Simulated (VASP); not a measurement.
Input of a VASP 6.6.1 run:

INCAR

```
  PREC = Accurate
  ENCUT = 520
  EDIFF = 1E-7
  ISMEAR = -1
  SIGMA = 0.08
  LREAL = F
  LASPH = T
  NELM = 80
  ALGO = Normal
  ISIF = 2
  LWAVE = F
  LCHARG = F
  GGA = PE
  NBANDS = 10
```

The input KPOINTS:

```
regular mesh
0
Gamma
  15 15 15
```

POSCAR

```
Re
1.0
    2.4706808905      0.0000000000      0.0000000000
    0.0000000000      2.4706808905      0.0000000000
    0.0000000000      0.0000000000      2.4706808905
Re
1
Direct
    0.0000000000      0.0000000000      0.0000000000
```

Potentials or basis: VASP PAW PBE potentials, release 64 (Re).

The run is started by

```bash
$ cat potpaw_PBE.64/Re/POTCAR > POTCAR
$ mpirun -np 1 vasp_std > vasp.out
```

Problem. Predict the pressure.

Solution. 42.2 GPa.
